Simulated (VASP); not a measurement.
# EuI3 (Pm-3m) in VASP: settings compared

Aim: see how the results for EuI3 move with the level of theory and the settings. Levels: PBEsol, LDA. Tasks: single point.

Everything below comes from runs of VASP 6.6.1. Logs are shortened: lines on timing, memory, paths and dates and some standing lists are left out, and cuts for length are marked.

**1. The cell of the first run**

It takes space group Pm-3m (No. 221, cubic). The conventional cell has a = 6.247 Å, b = 6.247 Å, c = 6.247 Å, α = 90.00°, β = 90.00°, γ = 90.00°. Within 4.1 Å of Eu (site symmetry m-3m) lie 6 I at 3.12 Å. Within 4.1 Å of I (site symmetry 4/mmm) lie 2 Eu at 3.12 Å.

**2. Single point, PBEsol, collinear spin, ferromagnetic start**

The input, INCAR:

```
  PREC = Accurate
  ENCUT = 520
  EDIFF = 1E-6
  ISMEAR = 0
  SIGMA = 0.05
  LREAL = False
  LASPH = True
  NELM = 150
  ALGO = Normal
  ISIF = 2
  LWAVE = False
  LCHARG = True
  ISPIN = 2
  MAGMOM = 7.18 0 0 0
  LORBIT = 11
  LMAXMIX = 6
  GGA = PS
  LELF = True
  LVHAR = True
  NBANDS = 31
```

The input, KPOINTS:

```
Automatic mesh
0
Gamma
  6 6 6
```

The input, POSCAR:

```
EuI3
1.0
    6.2469248792      0.0000000000      0.0000000000
    0.0000000000      6.2469248792      0.0000000000
    0.0000000000      0.0000000000      6.2469248792
Eu I
1 3
Direct
    0.0000000000      0.0000000000      0.0000000000
    0.5000000000      0.0000000000      0.0000000000
    0.0000000000      0.0000000000      0.5000000000
    0.0000000000      0.5000000000      0.0000000000
```

Potentials or basis: VASP PAW PBE potentials, release 64 (Eu, I).

Command:

```bash
$ cat potpaw_PBE.64/Eu/POTCAR potpaw_PBE.64/I/POTCAR > POTCAR
$ mpirun -np 1 vasp_std > vasp.out
```

OUTCAR:

```text
PREC = Accurate
   ENCUT = 520
   EDIFF = 1E-6
   ISMEAR = 0
   LREAL = False
   LASPH = True
   NELM = 150
   ISIF = 2
   ISPIN = 2
   LORBIT = 11
   GGA = PS

 ion  position               nearest neighbor table
   1  0.000  0.000  0.000-   2 3.12   3 3.12   4 3.12   3 3.12   4 3.12   2 3.12
   2  0.500  0.000  0.000-   1 3.12   1 3.12
   3  0.000  0.000  0.500-   1 3.12   1 3.12
   4  0.000  0.500  0.000-   1 3.12   1 3.12

  LATTYP: Found a simple cubic cell.
 ALAT       =     6.2469248792

  Lattice vectors:

 A1 = (   6.2469248792,   0.0000000000,   0.0000000000)
 A2 = (   0.0000000000,   6.2469248792,   0.0000000000)
 A3 = (   0.0000000000,   0.0000000000,   6.2469248792)

Analysis of symmetry for initial positions (statically):
=====================================================================
 Subroutine PRICEL returns:
 Original cell was already a primitive cell.

 Routine SETGRP: Setting up the symmetry group for a
 simple cubic supercell.

 Subroutine GETGRP returns: Found 48 space group operations
 (whereof 48 operations were pure point group operations)
 out of a pool of 48 trial point group operations.

The static configuration has the point symmetry O_h .

Analysis of symmetry for dynamics (positions and initial velocities):
=====================================================================
 Subroutine PRICEL returns:
 Original cell was already a primitive cell.

 Routine SETGRP: Setting up the symmetry group for a
 simple cubic supercell.

 Subroutine GETGRP returns: Found 48 space group operations
 (whereof 48 operations were pure point group operations)
 out of a pool of 48 trial point group operations.

The dynamic configuration has the point symmetry O_h .

Analysis of structural, dynamic, and magnetic symmetry:
=====================================================================
 Subroutine PRICEL returns:
 Original cell was already a primitive cell.

 Routine SETGRP: Setting up the symmetry group for a
 simple cubic supercell.

 Subroutine GETGRP returns: Found 48 space group operations
 (whereof 48 operations were pure point group operations)
 out of a pool of 48 trial point group operations.

The overall configuration has the point symmetry O_h .

 Subroutine INISYM returns: Found 48 space group operations
 (whereof 48 operations are pure point group operations),
 and found     1 'primitive' translations

----------------------------------------------------------------------------------------

                                     Primitive cell

  volume of cell :     243.7804

  direct lattice vectors                    reciprocal lattice vectors
     6.246924879  0.000000000  0.000000000     0.160078762  0.000000000  0.000000000
     0.000000000  6.246924879  0.000000000     0.000000000  0.160078762  0.000000000
     0.000000000  0.000000000  6.246924879     0.000000000  0.000000000  0.160078762

  length of vectors
     6.246924879  6.246924879  6.246924879     0.160078762  0.160078762  0.160078762

  position of ions in fractional coordinates (direct lattice)
     0.000000000  0.000000000  0.000000000
     0.500000000  0.000000000  0.000000000
     0.000000000  0.000000000  0.500000000
     0.000000000  0.500000000  0.000000000

  ion indices of the primitive-cell ions
   primitive index   ion index
                 1           1
                 2           2
                 3           3
                 4           4

----------------------------------------------------------------------------------------

 KPOINTS: Automatic mesh

Automatic generation of k-mesh.
 Grid dimensions read from file:
 generate k-points for:    6    6    6

 Generating k-lattice:

  Cartesian coordinates                     Fractional coordinates (reciprocal lattice)
     0.026679794  0.000000000  0.000000000     0.166666667  0.000000000  0.000000000
     0.000000000  0.026679794  0.000000000     0.000000000  0.166666667  0.000000000
     0.000000000  0.000000000  0.026679794     0.000000000  0.000000000  0.166666667

  Length of vectors
     0.026679794  0.026679794  0.026679794

  Shift w.r.t. Gamma in fractional coordinates (k-lattice)
     0.000000000  0.000000000  0.000000000

 Subroutine IBZKPT returns following result:
 ===========================================

 Found     20 irreducible k-points:

 Following reciprocal coordinates:
            Coordinates               Weight
  0.000000  0.000000  0.000000      1.000000
  0.166667  0.000000  0.000000      6.000000
  0.333333  0.000000  0.000000      6.000000
  0.500000  0.000000  0.000000      3.000000
  0.166667  0.166667  0.000000     12.000000
  0.333333  0.166667  0.000000     24.000000
[... 12 lines left out ...]
  0.500000  0.500000  0.333333      6.000000
  0.500000  0.500000  0.500000      1.000000
   k-points           NKPTS =     20   k-points in BZ     NKDIM =     20   number of bands    NBANDS=     31
   number of dos      NEDOS =    301   number of ions     NIONS =      4
   total plane-waves  NPLWV = 110592
   dimension x,y,z NGX =    48 NGY =   48 NGZ =   48
   dimension x,y,z NGXF=    96 NGYF=   96 NGZF=   96
   ions per type =               1   3
   NGX,Y,Z   is equivalent  to a cutoff of  12.77, 12.77, 12.77 a.u.
   NGXF,Y,Z  is equivalent  to a cutoff of  25.55, 25.55, 25.55 a.u.
 SYSTEM =  unknown system
   PREC   = accura    normal or accurate (medium, high low for compatibility)
   ISTART =      0    job   : 0-new  1-cont  2-samecut
   ICHARG =      2    charge: 1-file 2-atom 10-const
   ISPIN  =      2    spin polarized calculation?
   LNONCOLLINEAR =      F non collinear calculations
   LSORBIT =      F    spin-orbit coupling
   LASPH  =      T    aspherical Exc in radial PAW
   ENCUT  =  520.0 eV  38.22 Ry    6.18 a.u.  11.62 11.62 11.62*2*pi/ulx,y,z
   NELM   =    150;   NELMIN=  2; NELMDL= -5     # of ELM steps
   EDIFF  = 0.1E-05   stopping-criterion for ELM
   LREAL  =      F    real-space projection
   EDIFFG = 0.1E-04   stopping-criterion for IOM
   NSW    =      0    number of steps for IOM
   IBRION =     -1    ionic relax: 0-MD 1-quasi-New 2-CG
   NFREE  =      0    steps in history (QN), initial steepest desc. (CG)
   ISIF   =      2    stress and relaxation
   ISYM   =      2    0-nonsym 1-usesym 2-fastsym
   POTIM  = 0.5000    time-step for ionic-motion
   TEBEG  =    0.0;   TEEND  =   0.0 temperature during run
   PSTRESS=    0.0 pullay stress
   NELECT =      38.0000    total number of electrons
   NUPDOWN=      -1.0000    fix difference up-down
   EMIN   =  10.00;   EMAX   =-10.00  energy-range for DOS
   EFERMI =   0.00;   METHOD = LEGACY
   ISMEAR =     0;   SIGMA  =   0.05  broadening in eV -4-tet -1-fermi 0-gaus
   EFERMI_NEDOS =   21; number of points for ismear=-14 and -15
   IALGO  =     38    algorithm
   IMIX   =      4    mixing-type and parameters
     AMIX     =   0.40;   BMIX     =  1.00
     AMIX_MAG =   1.60;   BMIX_MAG =  1.00
  volume/ion in A,a.u.               =      60.95       411.28
  Fermi-wavevector in a.u.,A,eV,Ry     =   0.881055  1.664953 10.561633  0.776258
  Thomas-Fermi vector in A             =   2.001499
   LORBIT       =     11    0 simple, 1 ext, 2 COOP (PROOUT), +10 PAW based schemes
   GGA     = PS    functional components
   LHFCALC =     F    Hartree Fock is set to
   AEXX    =    0.0000 exact exchange contribution
   IVDW    =     0    specifies the selected vdW correction
   LEPSILON=     F    determine dielectric tensor
   LRPA    =     F    only Hartree local field effects (RPA)
 spin polarized calculation
 Gauss-broadening in eV      SIGMA  =   0.05
  energy-cutoff  :      520.00
  volume of cell :      243.78
 maximum number of plane-waves:      6704
 NGX is ok and might be reduce to    48
   NGX = 23   NGY = 23   NGZ = 23

 number of electron      37.9999993 magnetization       6.0050528

 Free energy of the ion-electron system (eV)
  ---------------------------------------------------
  ext. energy  EPLUGINS =         0.00000000
  ---------------------------------------------------
  free energy    TOTEN  =       -21.25762099 eV

  energy without entropy =      -21.24106268  energy(sigma->0) =      -21.24934183

 E-fermi :  -1.0401     XC(G=0):  -6.3962

 val. band max:       -1.0414175578   @ k =   0.3333   0.3333   0.3333
 cond. band min:      -1.0366166610   @ k =   0.5000   0.3333   0.0000
 fundamental gap:      0.0048008968
 Fermi energy:        -1.0401220677

 spin component 1

 k-point     1 :       0.0000    0.0000    0.0000
  band No.  band energies     occupation
      1     -42.0446      1.00000
      2     -20.6858      1.00000
      3     -20.6858      1.00000
      4     -20.6858      1.00000
      5     -12.3739      1.00000
      6     -12.0485      1.00000
[... 23 lines left out ...]
     30       4.1616      0.00000
     31       5.8652      0.00000

 k-point     2 :       0.1667    0.0000    0.0000
  band No.  band energies     occupation
      1     -42.0446      1.00000
      2     -20.6888      1.00000
      3     -20.6857      1.00000
      4     -20.6857      1.00000
      5     -12.3453      1.00000
      6     -12.0481      1.00000
[... 23 lines left out ...]
     30       4.3599      0.00000
     31       5.8748      0.00000

 k-point     3 :       0.3333    0.0000    0.0000
  band No.  band energies     occupation
      1     -42.0446      1.00000
      2     -20.6947      1.00000
      3     -20.6856      1.00000
      4     -20.6856      1.00000
      5     -12.2923      1.00000
      6     -12.0471      1.00000
[... 567 lines left out ...]
     30       5.3075      0.00000
     31       6.2330      0.00000

 k-point    20 :       0.5000    0.5000    0.5000
  band No.  band energies     occupation
      1     -42.0447      1.00000
      2     -20.6971      1.00000
      3     -20.6971      1.00000
      4     -20.6971      1.00000
      5     -11.9916      1.00000
      6     -11.9916      1.00000
[... 23 lines left out ...]
     30       5.0106      0.00000
     31       6.5682      0.00000
 Fermi energy:        -1.0401220677

 spin component 2

 k-point     1 :       0.0000    0.0000    0.0000
  band No.  band energies     occupation
      1     -39.1000      1.00000
      2     -18.5721      1.00000
      3     -18.5721      1.00000
      4     -18.5721      1.00000
      5     -12.4851      1.00000
      6     -12.1744      1.00000
[... 23 lines left out ...]
     30       4.2231      0.00000
     31       5.8097      0.00000

 k-point     2 :       0.1667    0.0000    0.0000
  band No.  band energies     occupation
      1     -39.1000      1.00000
      2     -18.5794      1.00000
      3     -18.5719      1.00000
      4     -18.5719      1.00000
      5     -12.4550      1.00000
      6     -12.1740      1.00000
[... 23 lines left out ...]
     30       4.5560      0.00000
     31       5.8199      0.00000

 k-point     3 :       0.3333    0.0000    0.0000
  band No.  band energies     occupation
      1     -39.1001      1.00000
      2     -18.5938      1.00000
      3     -18.5717      1.00000
      4     -18.5717      1.00000
      5     -12.4044      1.00000
      6     -12.1731      1.00000
[... 567 lines left out ...]
     30       5.5783      0.00000
     31       6.7648      0.00000

 k-point    20 :       0.5000    0.5000    0.5000
  band No.  band energies     occupation
      1     -39.1002      1.00000
      2     -18.5999      1.00000
      3     -18.5999      1.00000
      4     -18.5999      1.00000
      5     -12.0745      1.00000
      6     -12.0745      1.00000
[... 23 lines left out ...]
     30       5.2483      0.00000
     31       7.5326      0.00000

------------------------ aborting loop because EDIFF is reached ----------------------------------------

  FORCE on cell =-STRESS in cart. coord.  units (eV):
  Direction    XX          YY          ZZ          XY          YZ          ZX
  --------------------------------------------------------------------------------------
  -------------------------------------------------------------------------------------
  Total       -1.4779819     -1.4779819     -1.4779819      0.0000000      0.0000000     -0.0000000
  in kB       -9.7136144     -9.7136144     -9.7136144      0.0000000      0.0000000     -0.0000000
  external PRESSURE =      -9.7136144 kB  Pullay stress =       0.0000000 kB

 VOLUME and BASIS-vectors are now :
 -----------------------------------------------------------------------------
  energy-cutoff  :      520.00
  volume of cell :      243.78
      direct lattice vectors                 reciprocal lattice vectors
     6.246924879  0.000000000  0.000000000     0.160078762  0.000000000  0.000000000
     0.000000000  6.246924879  0.000000000     0.000000000  0.160078762  0.000000000
     0.000000000  0.000000000  6.246924879     0.000000000  0.000000000  0.160078762

 POSITION                                       TOTAL-FORCE (eV/Angst)
 -----------------------------------------------------------------------------------
      0.00000      0.00000      0.00000         0.000000      0.000000      0.000000
      3.12346      0.00000      0.00000         0.000000      0.000000      0.000000
      0.00000      0.00000      3.12346         0.000000      0.000000      0.000000
      0.00000      3.12346      0.00000         0.000000      0.000000      0.000000
 -----------------------------------------------------------------------------------
    total drift:                                0.000000     -0.000000      0.000000

  FREE ENERGIE OF THE ION-ELECTRON SYSTEM (eV)
  ---------------------------------------------------
  free  energy   TOTEN  =       -21.2576209851 eV

  energy  without entropy=      -21.2410626793  energy(sigma->0) =      -21.24934183

 total charge

# of ion       s       p       d       f       tot
--------------------------------------------------
    1        2.031   5.707   0.343   6.468  14.549
    2        1.500   2.792   0.005   0.000   4.297
    3        1.500   2.792   0.005   0.000   4.297
    4        1.500   2.792   0.005   0.000   4.297
--------------------------------------------------
tot          6.531  14.083   0.357   6.468  27.439

 magnetization (x)

# of ion       s       p       d       f       tot
--------------------------------------------------
    1       -0.009  -0.101   0.058   6.411   6.358
    2       -0.005  -0.134   0.001   0.000  -0.137
    3       -0.005  -0.134   0.001   0.000  -0.137
    4       -0.005  -0.134   0.001   0.000  -0.137
--------------------------------------------------
tot         -0.023  -0.502   0.061   6.411   5.947
```

Run time: 19 min. Hardware: 1 thread of Intel Xeon 8259CL, shared host; peak memory 0.57 GiB.

What came out:

```yaml
Free_energy: -21.2576 eV
Pressure: -1.0 GPa
Band_gap_on_the_k_mesh: zero (filled and empty bands overlap)
Net_moment: 6.01 μB per cell
Site_moments: Eu +6.36; I -0.14 μB
Valence_electrons_inside_the_program's_atomic_spheres: Eu 14.55; I 4.30
```

Levels at points of the mesh, in eV from the Fermi level:
Spin up:
```tsv
k point	band 19	band 20	band 21	band 22	band 23	band 24	band 25	band 26
(0.00, 0.00, 0.00)	-0.09	-0.09	0.21	0.21	0.21	2.91	2.91	2.91
(0.50, 0.00, 0.00)	-0.26	-0.22	-0.12	0.12	0.12	2.94	4.02	4.06
(0.50, 0.50, 0.00)	-0.27	-0.18	-0.18	-0.17	0.07	4.08	4.08	4.08
(0.50, 0.50, 0.50)	-0.31	-0.27	0.07	0.07	0.07	4.75	4.75	4.75
```
Spin down:
| k point | band 14 | band 15 | band 16 | band 17 | band 18 | band 19 |
| --- | --- | --- | --- | --- | --- | --- |
| (0.00, 0.00, 0.00) | -0.48 | -0.48 | -0.48 | 3.45 | 3.45 | 3.45 |
| (0.50, 0.00, 0.00) | -0.73 | -0.54 | -0.54 | 3.50 | 4.24 | 4.24 |
| (0.50, 0.50, 0.00) | -0.91 | -0.91 | -0.08 | 4.19 | 4.20 | 4.20 |
| (0.50, 0.50, 0.50) | -0.08 | -0.08 | -0.08 | 4.15 | 4.15 | 4.15 |

Caveat: the PAW data sets were made with another functional, which shifts forces and pressure a little; spin-orbit coupling is left out, which moves the levels of the heavy elements; semilocal functionals describe open f shells poorly, which spoils levels, moments and volumes. The state reached can hang on the start; a lower one may exist.

[end of part 1 of 2]
